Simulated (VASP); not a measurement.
# Na (P6_3/mmc) in VASP: a series of runs

The runs below take Na through electric field gradients, with PBEsol.

Everything below comes from runs of VASP 6.6.1. Logs are shortened: lines on timing, memory, paths and dates and some standing lists are left out, and cuts for length are marked.

## (1) The cell of the first run

Symmetry: P6_3/mmc, No. 194, hexagonal system. Conventional cell: a = 3.716 Å, b = 3.716 Å, c = 6.071 Å, α = 90.00°, β = 90.00°, γ = 120.00°. Na (site symmetry -6m2) has 12 Na at 3.72 Å within 4.9 Å.

This isn't the form of Na at room conditions, which is bcc.

## (2) Electric field gradients, PBEsol (36.30 Å³/atom)

INCAR reads:

```
ALGO = Normal ; EDIFF = 1E-8
ENCUT = 520 ; GGA = PS
ISIF = 2 ; ISMEAR = -1
LASPH = True ; LCHARG = False
LEFG = True ; LREAL = False
LWAVE = False ; NBANDS = 14
NELM = 100 ; PREC = Accurate
SIGMA = 0.05
```

KPOINTS reads:

```
k-points
0
Gamma
  13 13 7
```

POSCAR reads:

```
Na
1.0
    3.7160893377      0.0000000000      0.0000000000
   -1.8580446689      3.2182277692      0.0000000000
    0.0000000000      0.0000000000      6.0708276422
Na
2
Direct
    0.3333333333      0.6666666667      0.2500000000
    0.6666666667      0.3333333333      0.7500000000
```

Potentials or basis: VASP PAW PBE potentials, release 64 (Na_pv).

Started as:

```console
cat potpaw_PBE.64/Na_pv/POTCAR > POTCAR
mpirun -np 1 vasp_std > vasp.out
```

OUTCAR:

```text
EDIFF = 1E-8
   ENCUT = 520
   GGA = PS
   ISIF = 2
   ISMEAR = -1
   LASPH = True
   LREAL = False
   NELM = 100
   PREC = Accurate

 ion  position               nearest neighbor table
   1  0.333  0.667  0.250-
   2  0.667  0.333  0.750-

  LATTYP: Found a hexagonal cell.
 ALAT       =     3.7160893377
 C/A-ratio  =     1.6336603054

  Lattice vectors:

 A1 = (   3.7160893377,   0.0000000000,   0.0000000000)
 A2 = (  -1.8580446689,   3.2182277692,   0.0000000000)
 A3 = (   0.0000000000,   0.0000000000,   6.0708276422)

Analysis of symmetry for initial positions (statically):
=====================================================================
 Subroutine PRICEL returns:
 Original cell was already a primitive cell.

 Routine SETGRP: Setting up the symmetry group for a
 hexagonal supercell.

 Subroutine GETGRP returns: Found 24 space group operations
 (whereof 12 operations were pure point group operations)
 out of a pool of 24 trial point group operations.

The static configuration has the point symmetry D_3d.
 The point group associated with its full space group is D_6h.

Analysis of symmetry for dynamics (positions and initial velocities):
=====================================================================
 Subroutine PRICEL returns:
 Original cell was already a primitive cell.

 Routine SETGRP: Setting up the symmetry group for a
 hexagonal supercell.

 Subroutine GETGRP returns: Found 24 space group operations
 (whereof 12 operations were pure point group operations)
 out of a pool of 24 trial point group operations.

The dynamic configuration has the point symmetry D_3d.
 The point group associated with its full space group is D_6h.

 Subroutine INISYM returns: Found 24 space group operations
 (whereof 12 operations are pure point group operations),
 and found     1 'primitive' translations

----------------------------------------------------------------------------------------

                                     Primitive cell

  volume of cell :      72.6024

  direct lattice vectors                    reciprocal lattice vectors
     3.716089338  0.000000000  0.000000000     0.269100097  0.155365013  0.000000000
    -1.858044669  3.218227769  0.000000000     0.000000000  0.310730026  0.000000000
     0.000000000  0.000000000  6.070827642     0.000000000  0.000000000  0.164722186

  length of vectors
     3.716089338  3.716089338  6.070827642     0.310730027  0.310730026  0.164722186

  position of ions in fractional coordinates (direct lattice)
     0.333333333  0.666666667  0.250000000
     0.666666667  0.333333333  0.750000000

  ion indices of the primitive-cell ions
   primitive index   ion index
                 1           1
                 2           2

----------------------------------------------------------------------------------------

 KPOINTS: k-points

Automatic generation of k-mesh.
 Grid dimensions read from file:
 generate k-points for:   13   13    7

 Generating k-lattice:

  Cartesian coordinates                     Fractional coordinates (reciprocal lattice)
     0.020700007  0.011951155  0.000000000     0.076923077 -0.000000000  0.000000000
     0.000000000  0.023902310  0.000000000     0.000000000  0.076923077  0.000000000
     0.000000000  0.000000000  0.023531741     0.000000000  0.000000000  0.142857143

  Length of vectors
     0.023902310  0.023902310  0.023531741

  Shift w.r.t. Gamma in fractional coordinates (k-lattice)
     0.000000000  0.000000000  0.000000000

 Subroutine IBZKPT returns following result:
 ===========================================

 Found     84 irreducible k-points:

 Following reciprocal coordinates:
            Coordinates               Weight
  0.000000  0.000000  0.000000      1.000000
  0.076923  0.000000  0.000000      6.000000
  0.153846 -0.000000  0.000000      6.000000
  0.230769 -0.000000  0.000000      6.000000
  0.307692 -0.000000  0.000000      6.000000
  0.384615 -0.000000  0.000000      6.000000
[... 16 lines left out ...]
  0.076923  0.000000  0.142857     12.000000
  0.153846 -0.000000  0.142857     12.000000
 [... further k-points ...]
   k-points           NKPTS =     84   k-points in BZ     NKDIM =     84   number of bands    NBANDS=     14
   number of dos      NEDOS =    301   number of ions     NIONS =      2
   total plane-waves  NPLWV =  37632
   dimension x,y,z NGX =    28 NGY =   28 NGZ =   48
   dimension x,y,z NGXF=    56 NGYF=   56 NGZF=   96
   ions per type =               2
   NGX,Y,Z   is equivalent  to a cutoff of  12.53, 12.53, 13.14 a.u.
   NGXF,Y,Z  is equivalent  to a cutoff of  25.05, 25.05, 26.29 a.u.
 SYSTEM =  unknown system
   PREC   = accura    normal or accurate (medium, high low for compatibility)
   ISTART =      0    job   : 0-new  1-cont  2-samecut
   ICHARG =      2    charge: 1-file 2-atom 10-const
   ISPIN  =      1    spin polarized calculation?
   LNONCOLLINEAR =      F non collinear calculations
   LSORBIT =      F    spin-orbit coupling
   LASPH  =      T    aspherical Exc in radial PAW
   ENCUT  =  520.0 eV  38.22 Ry    6.18 a.u.   6.91  6.91 11.29*2*pi/ulx,y,z
   NELM   =    100;   NELMIN=  2; NELMDL= -5     # of ELM steps
   EDIFF  = 0.1E-07   stopping-criterion for ELM
   LREAL  =      F    real-space projection
   EDIFFG = 0.1E-06   stopping-criterion for IOM
   NSW    =      0    number of steps for IOM
   IBRION =     -1    ionic relax: 0-MD 1-quasi-New 2-CG
   NFREE  =      0    steps in history (QN), initial steepest desc. (CG)
   ISIF   =      2    stress and relaxation
   ISYM   =      2    0-nonsym 1-usesym 2-fastsym
   POTIM  = 0.5000    time-step for ionic-motion
   TEBEG  =    0.0;   TEEND  =   0.0 temperature during run
   PSTRESS=    0.0 pullay stress
   NELECT =      14.0000    total number of electrons
   NUPDOWN=      -1.0000    fix difference up-down
   EMIN   =  10.00;   EMAX   =-10.00  energy-range for DOS
   EFERMI =   0.00;   METHOD = LEGACY
   ISMEAR =    -1;   SIGMA  =   0.05  broadening in eV -4-tet -1-fermi 0-gaus
   EFERMI_NEDOS =   21; number of points for ismear=-14 and -15
   IALGO  =     38    algorithm
   IMIX   =      4    mixing-type and parameters
     AMIX     =   0.40;   BMIX     =  1.00
     AMIX_MAG =   1.60;   BMIX_MAG =  1.00
  volume/ion in A,a.u.               =      36.30       244.97
  Fermi-wavevector in a.u.,A,eV,Ry     =   0.945803  1.787308 12.170994  0.894543
  Thomas-Fermi vector in A             =   2.073739
   LORBIT       =      0    0 simple, 1 ext, 2 COOP (PROOUT), +10 PAW based schemes
   GGA     = PS    functional components
   LHFCALC =     F    Hartree Fock is set to
   AEXX    =    0.0000 exact exchange contribution
   IVDW    =     0    specifies the selected vdW correction
   LEPSILON=     F    determine dielectric tensor
   LRPA    =     F    only Hartree local field effects (RPA)
 non-spin polarized calculation
  energy-cutoff  :      520.00
  volume of cell :       72.60
 maximum number of plane-waves:      1971
 NGX is ok and might be reduce to    28
   NGX = 13   NGY = 13   NGZ = 23

 number of electron      13.9999990 magnetization

 Free energy of the ion-electron system (eV)
  ---------------------------------------------------
  ext. energy  EPLUGINS =         0.00000000
  ---------------------------------------------------
  free energy    TOTEN  =        -2.80209078 eV

  energy without entropy =       -2.79443263  energy(sigma->0) =       -2.79826171

 E-fermi :   0.3575     XC(G=0):  -6.5562

 val. band max:        0.3106468772   @ k =   0.3077   0.2308   0.1429
 cond. band min:       0.3840262654   @ k =   0.1538  -0.0000   0.1429
 fundamental gap:      0.0733793882
 Fermi energy:         0.3575248376

 k-point     1 :       0.0000    0.0000    0.0000
  band No.  band energies     occupation
      1     -24.4364      2.00000
      2     -24.4040      2.00000
      3     -24.4040      2.00000
      4     -24.3987      2.00000
      5     -24.3987      2.00000
      6     -24.3982      2.00000
      7      -2.9581      2.00000
      8       0.9100      0.00003
      9       1.3526      0.00000
     10      10.4639      0.00000
     11      10.4639      0.00000
     12      10.8581      0.00000
     13      10.8581      0.00000
     14      10.9574      0.00000
[... 377 lines left out ...]
      1     -24.4321      2.00000
      2     -24.4098      2.00000
      3     -24.4062      2.00000
      4     -24.4057      2.00000
      5     -24.4001      2.00000
      6     -24.4001      2.00000
      7      -2.5178      2.00000
      8       0.3840      0.74102
      9       2.6780      0.00000
     10       7.2384      0.00000
     11       9.1388      0.00000
     12       9.1975      0.00000
     13      10.0386      0.00000
     14      11.0673      0.00000

 [... further k-points ...]

------------------------ aborting loop because EDIFF is reached ----------------------------------------

  FORCE on cell =-STRESS in cart. coord.  units (eV):
  Direction    XX          YY          ZZ          XY          YZ          ZX
  --------------------------------------------------------------------------------------
  -------------------------------------------------------------------------------------
  Total       -0.0121394     -0.0121394      0.0490320      0.0000000      0.0000000      0.0000000
  in kB       -0.2678899     -0.2678899      1.0820311      0.0000000      0.0000000      0.0000000
  external PRESSURE =       0.1820837 kB  Pullay stress =       0.0000000 kB

 VOLUME and BASIS-vectors are now :
 -----------------------------------------------------------------------------
  energy-cutoff  :      520.00
  volume of cell :       72.60
      direct lattice vectors                 reciprocal lattice vectors
     3.716089338  0.000000000  0.000000000     0.269100097  0.155365013  0.000000000
    -1.858044669  3.218227769  0.000000000     0.000000000  0.310730026  0.000000000
     0.000000000  0.000000000  6.070827642     0.000000000  0.000000000  0.164722186

 POSITION                                       TOTAL-FORCE (eV/Angst)
 -----------------------------------------------------------------------------------
     -0.00000      2.14549      1.51771         0.000000     -0.000000      0.000000
      1.85804      1.07274      4.55312        -0.000000      0.000000      0.000000
 -----------------------------------------------------------------------------------
    total drift:                                0.000000     -0.000000      0.000000

  FREE ENERGIE OF THE ION-ELECTRON SYSTEM (eV)
  ---------------------------------------------------
  free  energy   TOTEN  =        -2.8020907844 eV

  energy  without entropy=       -2.7944326333  energy(sigma->0) =       -2.79826171

 Electric field gradients (V/A^2)
---------------------------------------------------------------------
 ion       V_xx      V_yy      V_zz      V_xy      V_xz      V_yz
---------------------------------------------------------------------
   1       0.135     0.138    -0.273     0.003    -0.000     0.000
   2       0.135     0.138    -0.273     0.003     0.000    -0.000
---------------------------------------------------------------------

 Electric field gradients after diagonalization (V/A^2)
 (convention: |V_zz| > |V_xx| > |V_yy|)
----------------------------------------------------------------------
 ion       V_xx      V_yy      V_zz     asymmetry (V_yy - V_xx)/ V_zz
----------------------------------------------------------------------
   1       0.140     0.133    -0.273       0.027
   2       0.140     0.133    -0.273       0.027
----------------------------------------------------------------------

           NMR quadrupolar parameters

 Cq : quadrupolar parameter    Cq=e*Q*V_zz/h
 eta: asymmetry parameters     (V_yy - V_xx)/ V_zz
 Q  : nuclear electric quadrupole moment in mb (millibarn)
----------------------------------------------------------------------
 ion       Cq(MHz)       eta       Q (mb)
----------------------------------------------------------------------
   1      -0.001       0.027       1.000
   2      -0.001       0.027       1.000
----------------------------------------------------------------------
```

It took 40 s on 1 thread of Intel Xeon Platinum 8488C (Sapphire Rapids), shared host; peak memory 0.21 GiB.

Results:

| Quantity | Value |
| --- | --- |
| Free energy | -2.8021 eV |
| Pressure | 0.0 GPa |
| Band gap on the k mesh | zero (bands 7 and 8 overlap by 3.41 eV) |
| Largest electric field gradient by atom | Na -0.27 V/Å² |

Levels at points of the mesh, in eV from the Fermi level:
```csv
k point,band 5,band 6,band 7,band 8,band 9,band 10
"(0.00, 0.00, 0.00)",-24.76,-24.76,-3.32,0.55,1.00,10.11
```

Caveat: without QUAD_EFG the Cq values of the log hold for a quadrupole moment of 1 mb, not for the nuclei; the PAW data sets were made with another functional, which shifts forces and pressure a little.

## (3) Electric field gradients, PBEsol (36.30 Å³/atom)

INCAR reads:

```
SYSTEM = Na
ALGO     = Normal         ! electronic algorithm
EDIFF    = 1E-8           ! SCF threshold, eV
ENCUT    = 520            ! plane-wave cutoff, eV
GGA      = PS             ! functional
ISIF     = 2              ! what is computed and relaxed
ISMEAR   = -1             ! smearing method
LASPH    = .TRUE.         ! aspherical terms in the spheres
LCHARG   = .FALSE.        ! write CHGCAR
LEFG     = .TRUE.       
LREAL    = .FALSE.        ! projectors in reciprocal space
LWAVE    = .FALSE.        ! write WAVECAR
NBANDS   = 14             ! bands
NELM     = 100            ! most SCF steps
PREC     = Accurate       ! precision mode
SIGMA    = 0.05           ! smearing width, eV
```

KPOINTS reads:

```
k-points
0
G
  13 13 7
  0 0 0
```

POSCAR is that of step 2.

Potentials or basis: VASP PAW PBE potentials, release 64 (Na_pv).

Started as:

```console
cat potpaw_PBE.64/Na_pv/POTCAR > POTCAR
mpirun -np 1 vasp_std > vasp.out
```

OUTCAR:

```text
SYSTEM = Na
   EDIFF = 1E-8
   ENCUT = 520
   GGA = PS
   ISIF = 2
   ISMEAR = -1
   LASPH = .TRUE.
   LREAL = .FALSE.
   NELM = 100
   PREC = Accurate

 ion  position               nearest neighbor table
   1  0.333  0.667  0.250-
   2  0.667  0.333  0.750-

  LATTYP: Found a hexagonal cell.
 ALAT       =     3.7160893377
 C/A-ratio  =     1.6336603054

  Lattice vectors:

 A1 = (   3.7160893377,   0.0000000000,   0.0000000000)
 A2 = (  -1.8580446689,   3.2182277692,   0.0000000000)
 A3 = (   0.0000000000,   0.0000000000,   6.0708276422)

Analysis of symmetry for initial positions (statically):
=====================================================================
 Subroutine PRICEL returns:
 Original cell was already a primitive cell.

 Routine SETGRP: Setting up the symmetry group for a
[... 599 lines left out ...]
  energy-cutoff  :      520.00
  volume of cell :       72.60
      direct lattice vectors                 reciprocal lattice vectors
     3.716089338  0.000000000  0.000000000     0.269100097  0.155365013  0.000000000
    -1.858044669  3.218227769  0.000000000     0.000000000  0.310730026  0.000000000
     0.000000000  0.000000000  6.070827642     0.000000000  0.000000000  0.164722186

 POSITION                                       TOTAL-FORCE (eV/Angst)
 -----------------------------------------------------------------------------------
     -0.00000      2.14549      1.51771         0.000000     -0.000000      0.000000
      1.85804      1.07274      4.55312        -0.000000      0.000000      0.000000
 -----------------------------------------------------------------------------------
    total drift:                                0.000000     -0.000000      0.000000

  FREE ENERGIE OF THE ION-ELECTRON SYSTEM (eV)
  ---------------------------------------------------
  free  energy   TOTEN  =        -2.8020907844 eV

  energy  without entropy=       -2.7944326333  energy(sigma->0) =       -2.79826171

 Electric field gradients (V/A^2)
---------------------------------------------------------------------
 ion       V_xx      V_yy      V_zz      V_xy      V_xz      V_yz
---------------------------------------------------------------------
   1       0.135     0.138    -0.273     0.003    -0.000     0.000
   2       0.135     0.138    -0.273     0.003     0.000    -0.000
---------------------------------------------------------------------

 Electric field gradients after diagonalization (V/A^2)
 (convention: |V_zz| > |V_xx| > |V_yy|)
----------------------------------------------------------------------
 ion       V_xx      V_yy      V_zz     asymmetry (V_yy - V_xx)/ V_zz
----------------------------------------------------------------------
   1       0.140     0.133    -0.273       0.027
   2       0.140     0.133    -0.273       0.027
----------------------------------------------------------------------

           NMR quadrupolar parameters

 Cq : quadrupolar parameter    Cq=e*Q*V_zz/h
 eta: asymmetry parameters     (V_yy - V_xx)/ V_zz
 Q  : nuclear electric quadrupole moment in mb (millibarn)
----------------------------------------------------------------------
 ion       Cq(MHz)       eta       Q (mb)
----------------------------------------------------------------------
   1      -0.001       0.027       1.000
   2      -0.001       0.027       1.000
----------------------------------------------------------------------
```

stdout:

```text
POSCAR found type information on POSCAR Na
 POSCAR found :  1 types and       2 ions
 scaLAPACK will be used
 -----------------------------------------------------------------------------
|                                                                             |
|                                                                             |
|     You enforced a specific xc type in the INCAR file but a different       |
|     I HOPE YOU KNOW WHAT YOU ARE DOING!                                     |
|                                                                             |
 -----------------------------------------------------------------------------

 LDA part: xc-table for (Slater+PW92), standard interpolation
 POSCAR, INCAR and KPOINTS ok, starting setup
 FFT: planning ... GRIDC
 FFT: planning ... GRID_SOFT
 FFT: planning ... GRID
 WAVECAR not read
 entering main loop
ion   1

ion   2
```

Wall time 44 s (1 thread of Intel Xeon Platinum 8488C (Sapphire Rapids), shared host); peak memory 0.21 GiB.

What came out:

| Item | Value |
| --- | --- |
| Free energy | -2.8021 eV |
| Pressure | 0.0 GPa |
| Band gap on the k mesh | zero (bands 7 and 8 overlap by 3.41 eV) |
| Largest electric field gradient by atom | Na -0.27 V/Å² |

Caveat: without QUAD_EFG the Cq values of the log hold for a quadrupole moment of 1 mb, not for the nuclei; the PAW data sets were made with another functional, which shifts forces and pressure a little.

(Part 1 of 3 ends here.)

The gap in the log of VASP goes by the Fermi energy; the results here count the filled bands.